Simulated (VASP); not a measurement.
# TaN (P6/mmm) in VASP: settings compared

TaN is run at these levels: LDA, r2SCAN+D4; tasks: relaxation of cell and atoms.

Program: VASP 6.6.1. These are calculated values, not measurements. Logs are shortened: lines on timing, memory, paths and dates and some standing lists are left out, and cuts for length are marked.

## (1) The cell of the first run

It takes space group P6/mmm (No. 191, hexagonal). The conventional cell has a = 5.191 Å, b = 5.191 Å, c = 2.908 Å, α = 90.00°, β = 90.00°, γ = 120.00°. Within 3.4 Å of Ta (site symmetry 6/mmm) lie 6 N at 2.60 Å and 14 Ta at 2.91 to 3.33 Å. Ta (site symmetry -6m2) has 6 N at 2.09 Å and 5 Ta at 2.91 to 3.00 Å within 3.0 Å. N (site symmetry mmm) has 6 Ta at 2.09 to 2.60 Å and 6 N at 2.60 to 2.91 Å within 3.0 Å.

## (2) Relaxation of cell and atoms, LDA

Input file INCAR:

```
SYSTEM = TaN
PREC = Accurate
ENCUT = 600
EDIFF = 1E-6
ISMEAR = 1
SIGMA = 0.15
LREAL = .FALSE.
LASPH = .TRUE.
NELM = 60
ALGO = Normal
ISIF = 3
LWAVE = .FALSE.
LCHARG = .FALSE.
IBRION = 2
NSW = 80
EDIFFG = -0.01
```

Input file KPOINTS:

```
Automatic mesh
0
G
  5 5 8
  0 0 0
```

Input file POSCAR:

```
TaN
1.0
    5.1910000000      0.0000000000      0.0000000000
   -2.5955000000      4.4955378710      0.0000000000
    0.0000000000      0.0000000000      2.9080000000
Ta N
3 3
Direct
    0.0000000000      0.0000000000      0.0000000000
    0.3333330000      0.6666670000      0.5000000000
    0.6666670000      0.3333330000      0.5000000000
    0.5000000000      0.0000000000      0.0000000000
    0.5000000000      0.5000000000      0.0000000000
    0.0000000000      0.5000000000      0.0000000000
```

Potentials or basis: VASP PAW LDA potentials, release 64 (Ta_pv, N).

On the command line:

```sh
cat potpaw_LDA.64/Ta_pv/POTCAR potpaw_LDA.64/N/POTCAR > POTCAR
mpirun -np 1 vasp_std > vasp.out
```

OUTCAR:

```text
SYSTEM = TaN
   PREC = Accurate
   ENCUT = 600
   EDIFF = 1E-6
   ISMEAR = 1
   LREAL = .FALSE.
   LASPH = .TRUE.
   NELM = 60
   ISIF = 3
   IBRION = 2
   NSW = 80
   EDIFFG = -0.01

 ion  position               nearest neighbor table
   1  0.000  0.000  0.000-   5 2.60   6 2.60   6 2.60   5 2.60   4 2.60   4 2.60   3 3.33   3 3.33
                             2 3.33   2 3.33   2 3.33   3 3.33   2 3.33   3 3.33   2 3.33   3 3.33
   2  0.333  0.667  0.500-   4 2.09   4 2.09   6 2.09   6 2.09   5 2.09   5 2.09   3 3.00   3 3.00
                             3 3.00   1 3.33   1 3.33   1 3.33   1 3.33   1 3.33   1 3.33
   3  0.667  0.333  0.500-   4 2.09   4 2.09   6 2.09   6 2.09   5 2.09   5 2.09   2 3.00   2 3.00
                             2 3.00   1 3.33   1 3.33   1 3.33   1 3.33   1 3.33   1 3.33
   4  0.500  0.000  0.000-   2 2.09   3 2.09   2 2.09   3 2.09   1 2.60   1 2.60
   5  0.500  0.500  0.000-   2 2.09   3 2.09   2 2.09   3 2.09   1 2.60   1 2.60
   6  0.000  0.500  0.000-   2 2.09   3 2.09   2 2.09   3 2.09   1 2.60   1 2.60

  LATTYP: Found a hexagonal cell.
 ALAT       =     5.1910000000
 C/A-ratio  =     0.5602003468

  Lattice vectors:

 A1 = (   5.1910000000,   0.0000000000,   0.0000000000)
 A2 = (  -2.5955000000,   4.4955378710,   0.0000000000)
 A3 = (   0.0000000000,   0.0000000000,   2.9080000000)

Analysis of symmetry for initial positions (statically):
=====================================================================
 Subroutine PRICEL returns:
 Original cell was already a primitive cell.

 Routine SETGRP: Setting up the symmetry group for a
 hexagonal supercell.

 Subroutine GETGRP returns: Found 24 space group operations
 (whereof 24 operations were pure point group operations)
 out of a pool of 24 trial point group operations.

The static configuration has the point symmetry D_6h.

Analysis of symmetry for dynamics (positions and initial velocities):
=====================================================================
 Subroutine PRICEL returns:
 Original cell was already a primitive cell.

 Routine SETGRP: Setting up the symmetry group for a
 hexagonal supercell.

 Subroutine GETGRP returns: Found 24 space group operations
 (whereof 24 operations were pure point group operations)
 out of a pool of 24 trial point group operations.

The dynamic configuration has the point symmetry D_6h.

 Subroutine INISYM returns: Found 24 space group operations
 (whereof 24 operations are pure point group operations),
 and found     1 'primitive' translations

----------------------------------------------------------------------------------------

                                     Primitive cell

  volume of cell :      67.8621

  direct lattice vectors                    reciprocal lattice vectors
     5.191000000  0.000000000  0.000000000     0.192641110  0.111221396  0.000000000
    -2.595500000  4.495537871  0.000000000     0.000000000  0.222442793  0.000000000
     0.000000000  0.000000000  2.908000000     0.000000000  0.000000000  0.343878955

  length of vectors
     5.191000000  5.191000000  2.908000000     0.222442793  0.222442793  0.343878955

  position of ions in fractional coordinates (direct lattice)
     0.000000000  0.000000000  0.000000000
     0.333333000  0.666667000  0.500000000
     0.666667000  0.333333000  0.500000000
     0.500000000  0.000000000  0.000000000
     0.500000000  0.500000000  0.000000000
     1.000000000  0.500000000  0.000000000

  ion indices of the primitive-cell ions
   primitive index   ion index
                 1           1
                 2           2
                 3           3
                 4           4
                 5           5
                 6           6

----------------------------------------------------------------------------------------

 KPOINTS: Automatic mesh

Automatic generation of k-mesh.
 Grid dimensions read from file:
 generate k-points for:    5    5    8

 Generating k-lattice:

  Cartesian coordinates                     Fractional coordinates (reciprocal lattice)
     0.038528222  0.022244279  0.000000000     0.200000000 -0.000000000  0.000000000
     0.000000000  0.044488559  0.000000000     0.000000000  0.200000000  0.000000000
     0.000000000  0.000000000  0.042984869     0.000000000  0.000000000  0.125000000

  Length of vectors
     0.044488559  0.044488559  0.042984869

  Shift w.r.t. Gamma in fractional coordinates (k-lattice)
     0.000000000  0.000000000  0.000000000

 Subroutine IBZKPT returns following result:
 ===========================================

 Found     25 irreducible k-points:

 Following reciprocal coordinates:
            Coordinates               Weight
  0.000000  0.000000  0.000000      1.000000
  0.200000  0.000000  0.000000      6.000000
  0.400000  0.000000  0.000000      6.000000
  0.200000  0.200000  0.000000      6.000000
  0.400000  0.200000  0.000000      6.000000
  0.000000  0.000000  0.125000      2.000000
[... 16 lines left out ...]
  0.400000  0.000000  0.500000      6.000000
  0.200000  0.200000  0.500000      6.000000
   k-points           NKPTS =     25   k-points in BZ     NKDIM =     25   number of bands    NBANDS=     28
   number of dos      NEDOS =    301   number of ions     NIONS =      6
   total plane-waves  NPLWV =  42336
   dimension x,y,z NGX =    42 NGY =   42 NGZ =   24
   dimension x,y,z NGXF=    84 NGYF=   84 NGZF=   48
   ions per type =               3   3
   NGX,Y,Z   is equivalent  to a cutoff of  13.45, 13.45, 13.72 a.u.
   NGXF,Y,Z  is equivalent  to a cutoff of  26.90, 26.90, 27.44 a.u.
 SYSTEM =  TaN
   PREC   = accura    normal or accurate (medium, high low for compatibility)
   ISTART =      0    job   : 0-new  1-cont  2-samecut
   ICHARG =      2    charge: 1-file 2-atom 10-const
   ISPIN  =      1    spin polarized calculation?
   LNONCOLLINEAR =      F non collinear calculations
   LSORBIT =      F    spin-orbit coupling
   LASPH  =      T    aspherical Exc in radial PAW
   ENCUT  =  600.0 eV  44.10 Ry    6.64 a.u.  10.37 10.37  5.81*2*pi/ulx,y,z
   NELM   =     60;   NELMIN=  2; NELMDL= -5     # of ELM steps
   EDIFF  = 0.1E-05   stopping-criterion for ELM
   LREAL  =      F    real-space projection
   EDIFFG = -.1E-01   stopping-criterion for IOM
   NSW    =     80    number of steps for IOM
   IBRION =      2    ionic relax: 0-MD 1-quasi-New 2-CG
   NFREE  =      1    steps in history (QN), initial steepest desc. (CG)
   ISIF   =      3    stress and relaxation
   ISYM   =      2    0-nonsym 1-usesym 2-fastsym
   POTIM  = 0.5000    time-step for ionic-motion
   TEBEG  =    0.0;   TEEND  =   0.0 temperature during run
   PSTRESS=    0.0 pullay stress
   NELECT =      48.0000    total number of electrons
   NUPDOWN=      -1.0000    fix difference up-down
   EMIN   =  10.00;   EMAX   =-10.00  energy-range for DOS
   EFERMI =   0.00;   METHOD = LEGACY
   ISMEAR =     1;   SIGMA  =   0.15  broadening in eV -4-tet -1-fermi 0-gaus
   EFERMI_NEDOS =   21; number of points for ismear=-14 and -15
   IALGO  =     38    algorithm
   IMIX   =      4    mixing-type and parameters
     AMIX     =   0.40;   BMIX     =  1.00
     AMIX_MAG =   1.60;   BMIX_MAG =  1.00
  volume/ion in A,a.u.               =      11.31        76.33
  Fermi-wavevector in a.u.,A,eV,Ry     =   1.458634  2.756418 28.947918  2.127612
  Thomas-Fermi vector in A             =   2.575295
   LORBIT       =      0    0 simple, 1 ext, 2 COOP (PROOUT), +10 PAW based schemes
   GGA     = CA    functional components
   LHFCALC =     F    Hartree Fock is set to
   AEXX    =    0.0000 exact exchange contribution
   IVDW    =     0    specifies the selected vdW correction
   LEPSILON=     F    determine dielectric tensor
   LRPA    =     F    only Hartree local field effects (RPA)
 conjugate gradient relaxation of ions
 non-spin polarized calculation
 Methfessel and Paxton  Order N= 1 SIGMA  =   0.15
  energy-cutoff  :      600.00
  volume of cell :       67.86
 maximum number of plane-waves:      2304
 NGX is ok and might be reduce to    42
   NGX = 21   NGY = 21   NGZ = 11

--------------------------------------- Ionic step        1  -------------------------------------------

 number of electron      48.0000004 magnetization

 Free energy of the ion-electron system (eV)
  ---------------------------------------------------
  ext. energy  EPLUGINS =         0.00000000
  ---------------------------------------------------
  free energy    TOTEN  =       -71.34603505 eV

  energy without entropy =      -71.34236495  energy(sigma->0) =      -71.34481168

------------------------ aborting loop because EDIFF is reached ----------------------------------------

  FORCE on cell =-STRESS in cart. coord.  units (eV):
  Direction    XX          YY          ZZ          XY          YZ          ZX
  --------------------------------------------------------------------------------------
  -------------------------------------------------------------------------------------
  Total       -1.2952667     -1.2952667     -2.1241419      0.0000000     -0.0000000     -0.0000000
  in kB      -30.5803666    -30.5803665    -50.1495484      0.0000000     -0.0000000     -0.0000000
  external PRESSURE =     -37.1034272 kB  Pullay stress =       0.0000000 kB
[... 65 lines left out ...]
  energy  without entropy=      -71.2907539861  energy(sigma->0) =      -71.29318925

--------------------------------------- Ionic step        3  -------------------------------------------

 number of electron      48.0000003 magnetization

 Free energy of the ion-electron system (eV)
  ---------------------------------------------------
  ext. energy  EPLUGINS =         0.00000000
  ---------------------------------------------------
  free energy    TOTEN  =       -71.35500216 eV

  energy without entropy =      -71.35112915  energy(sigma->0) =      -71.35371115

 E-fermi :   8.1985     XC(G=0): -13.3302

 val. band max:        8.1705526052   @ k =   0.2000   0.0000   0.3750
 cond. band min:       8.2049984627   @ k =   0.2000   0.0000   0.2500
 fundamental gap:      0.0344458574
 Fermi energy:         8.1985398576

 k-point     1 :       0.0000    0.0000    0.0000
  band No.  band energies     occupation
      1     -27.8353      2.00000
      2     -27.8353      2.00000
      3     -27.4249      2.00000
      4     -27.4249      2.00000
      5     -27.2032      2.00000
      6     -27.0679      2.00000
[... 733 lines left out ...]
     27      10.5672     -0.00000
     28      10.6283     -0.00000

 [... further k-points ...]

------------------------ aborting loop because EDIFF is reached ----------------------------------------

  FORCE on cell =-STRESS in cart. coord.  units (eV):
  Direction    XX          YY          ZZ          XY          YZ          ZX
  --------------------------------------------------------------------------------------
  -------------------------------------------------------------------------------------
  Total       -0.0408572     -0.0408572      0.0058089      0.0000000      0.0000000      0.0000000
  in kB       -0.9748906     -0.9748906      0.1386066      0.0000000      0.0000000      0.0000000
  external PRESSURE =      -0.6037249 kB  Pullay stress =       0.0000000 kB
[... 21 lines left out ...]
  FREE ENERGIE OF THE ION-ELECTRON SYSTEM (eV)
  ---------------------------------------------------
  free  energy   TOTEN  =       -71.3550021569 eV

  energy  without entropy=      -71.3511291506  energy(sigma->0) =      -71.35371115

 reached required accuracy - stopping structural energy minimisation
```

Wall time 82 s (1 thread of AMD EPYC 9R45 (Zen 5), shared host); peak memory 0.17 GiB.

What came out:

* Free energy: -71.3550 eV
* Relaxed volume: 11.19 Å³/atom
* Relaxed cell: a = 5.176 Å, b = 5.176 Å, c = 2.894 Å, α = 90.00°, β = 90.00°, γ = 120.00°
* Space group after relaxing (to 0.1 Å): P6/mmm (No. 191)
* Energy gained by relaxing: 1.5 meV/atom
* Ionic steps: 3
* Pressure after relaxing: -0.1 GPa
* Band gap on the k mesh: zero (bands 24 and 25 overlap by 2.19 eV)

The path:
```csv
step,energy change (eV),largest force (eV/Å),pressure (GPa),volume (Å³)
1,0.0000,0.0000,-3.71,67.86
2,0.0516,0.0000,10.25,65.32
3,-0.0090,0.0000,-0.06,67.15
```

Final structure:
```cif
data_structure
_symmetry_space_group_name_H-M 'P 1'
_symmetry_Int_Tables_number 1
_cell_length_a 5.1759
_cell_length_b 5.1759
_cell_length_c 2.8941
_cell_angle_alpha 90.000
_cell_angle_beta 90.000
_cell_angle_gamma 120.000
_cell_volume 67.15
loop_
_atom_site_label
_atom_site_type_symbol
_atom_site_fract_x
_atom_site_fract_y
_atom_site_fract_z
_atom_site_occupancy
Ta1 Ta 0.00000 0.00000 0.00000 1
Ta2 Ta 0.33333 0.66667 0.50000 1
Ta3 Ta 0.66667 0.33333 0.50000 1
N1 N 0.50000 0.00000 0.00000 1
N2 N 0.50000 0.50000 0.00000 1
N3 N 0.00000 0.50000 0.00000 1
```

Levels at points of the mesh, in eV from the Fermi level:
| k point | band 21 | band 22 | band 23 | band 24 | band 25 | band 26 | band 27 | band 28 |
| --- | --- | --- | --- | --- | --- | --- | --- | --- |
| (0.00, 0.00, 0.00) | -3.06 | -2.56 | -2.15 | -1.35 | -1.35 | 0.76 | 0.76 | 1.21 |
| (0.00, 0.00, 0.50) | -3.16 | -3.16 | -1.97 | 0.84 | 0.84 | 1.53 | 1.76 | 2.49 |

Caveat: spin-orbit coupling is left out, which moves the levels of the heavy elements. LDA usually gives volumes a few per cent too small.

## (3) Relaxation of cell and atoms, r2SCAN+D4

POSCAR is that of step 2.

Input file INCAR.step1:

```
ALGO = Normal ; EDIFF = 1E-4
ENCUT = 600 ; GGA = PE
ISMEAR = 1 ; LASPH = T
LCHARG = F ; LREAL = F
LWAVE = T ; NELM = 100
PREC = Accurate ; SIGMA = 0.15
```

Input file INCAR.step2:

```
ALGO = Normal ; EDIFF = 1E-7
EDIFFG = -0.01 ; ENCUT = 600
IBRION = 2 ; ISIF = 3
ISMEAR = 1 ; ISTART = 1
IVDW = 13 ; LASPH = T
LCHARG = F ; LMIXTAU = T
LREAL = F ; LWAVE = F
METAGGA = R2SCAN ; NELM = 100
NSW = 80 ; PREC = Accurate
SIGMA = 0.15 ; VDW_A1 = 0.51559235
VDW_A2 = 5.77342911 ; VDW_S6 = 1.0
VDW_S8 = 0.6018749
```

Input file KPOINTS:

```
k-points
0
Gamma
  5 5 8
```

Potentials or basis: VASP PAW PBE potentials, release 64 (Ta_pv, N).

On the command line:

```sh
cat potpaw_PBE.64/Ta_pv/POTCAR potpaw_PBE.64/N/POTCAR > POTCAR
cp INCAR.step1 INCAR
mpirun -np 1 vasp_std > vasp.out
cp INCAR.step2 INCAR
mpirun -np 1 vasp_std > vasp.out
```

Wall time 13 min (1 thread of AMD EPYC 9R45 (Zen 5), shared host); peak memory 0.22 GiB.

Results (log left out):

```
Free energy                           : -179.0666 eV
Relaxed volume                        : 11.51 Å³/atom
Relaxed cell                          : a = 5.234 Å, b = 5.234 Å, c = 2.911 Å, α = 90.00°, β = 90.00°, γ = 120.00°
Space group after relaxing (to 0.1 Å) : P6/mmm (No. 191)
Energy gained by relaxing             : 3.3 meV/atom
Ionic steps                           : 5
Pressure after relaxing               : 0.0 GPa
Band gap on the k mesh                : zero (bands 24 and 25 overlap by 2.17 eV)
Dispersion energy per atom            : -0.107 eV
```

Stress tensor (GPa, compression positive):
```
-0.01  0.00  0.00
 0.00 -0.01  0.00
 0.00  0.00 -0.09
```

Step by step:
| step | energy change (eV) | largest force (eV/Å) | pressure (GPa) | volume (Å³) |
| --- | --- | --- | --- | --- |
| 1 | 0.0000 | 0.0000 | 5.16 | 67.86 |
| 2 | 0.0681 | 0.0000 | -10.76 | 71.51 |
| 3 | -0.0178 | 0.0000 | -0.19 | 68.98 |
| 4 | -0.0196 | 0.0000 | 0.03 | 69.07 |
| 5 | -0.0199 | 0.0000 | -0.04 | 69.05 |

Final structure:
```yaml
crystal:
  lattice:
    - [5.23381, 0.00000, 0.00000]
    - [-2.61691, 4.53262, 0.00000]
    - [0.00000, 0.00000, 2.91057]
  atoms:
    - { symbol: Ta, position: [0.00000, 0.00000, 0.00000] }
    - { symbol: Ta, position: [0.33333, 0.66667, 0.50000] }
    - { symbol: Ta, position: [0.66667, 0.33333, 0.50000] }
    - { symbol: N, position: [0.50000, 0.00000, 0.00000] }
    - { symbol: N, position: [0.50000, 0.50000, 0.00000] }
    - { symbol: N, position: [0.00000, 0.50000, 0.00000] }
```

Levels at points of the mesh, in eV from the Fermi level:
| k point | band 20 | band 21 | band 22 | band 23 | band 24 | band 25 | band 26 | band 27 | band 28 |
| --- | --- | --- | --- | --- | --- | --- | --- | --- | --- |
| (0.00, 0.00, 0.00) | -3.37 | -3.37 | -2.74 | -2.21 | -1.18 | -1.18 | 0.91 | 0.91 | 1.39 |
| (0.00, 0.00, 0.50) | -3.90 | -3.40 | -3.40 | -2.12 | 0.98 | 0.98 | 1.44 | 2.04 | 2.45 |

Caveat: the PAW data sets were made with another functional, which shifts forces and pressure a little; spin-orbit coupling is left out, which moves the levels of the heavy elements.
